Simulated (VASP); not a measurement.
Wanted: the native input for a VASP 6.6.1 run.

| Item | Value |
| --- | --- |
| Task | single point |
| Functional | LDA |
| Potentials or basis | VASP PAW LDA potentials, release 64 (Mo_sv, Pt) |
| Cutoff | 520 eV |
| k mesh | 6 × 6 × 6 |
| Occupations | fermi-dirac, width 0.1 eV |
| Spin | no spin polarisation |
| Dipole correction | no |
| Further INCAR settings | ALGO = Normal; EDIFF = 1e-06; NBANDS = 34 |

The structure of Mo3Pt lies in POSCAR:

```
Mo3Pt
1.0
    3.8928556043      0.0000000000      0.0000000000
    0.0000000000      3.8928556043      0.0000000000
    0.0000000000      0.0000000000      3.8928556043
Mo Pt
3 1
Direct
    0.0000000000      0.5000000000      0.5000000000
    0.5000000000      0.0000000000      0.5000000000
    0.5000000000      0.5000000000      0.0000000000
    0.0000000000      0.0000000000      0.0000000000
```

One way to write it, as run:

INCAR

```
PREC = Accurate
ENCUT = 520
EDIFF = 1E-6
ISMEAR = -1
SIGMA = 0.1
LREAL = F
LASPH = T
NELM = 60
ALGO = Normal
ISIF = 2
LWAVE = F
LCHARG = F
GGA = CA
NBANDS = 34
```

KPOINTS

```
regular mesh
0
Gamma
  6 6 6
```

Potentials or basis: VASP PAW LDA potentials, release 64 (Mo_sv, Pt).

The run is started by

```bash
$ cat potpaw_LDA.64/Mo_sv/POTCAR potpaw_LDA.64/Pt/POTCAR > POTCAR
$ mpirun -np 1 vasp_std > vasp.out
```

Results of the run:

```
Pressure               : 3.5 GPa
Band gap on the k mesh : zero (band 26 reaches 15.79 eV, above the bottom of band 27 at 12.18 eV)
```

Caveat: spin-orbit coupling is left out, which moves the levels of the heavy elements.

Wall time 31 s on 1 thread of Intel(R) Xeon(R) Platinum 8259CL CPU @ 2.50GHz (Skylake/Cascade Lake), with other jobs on the host, peak memory 0.17 GiB.
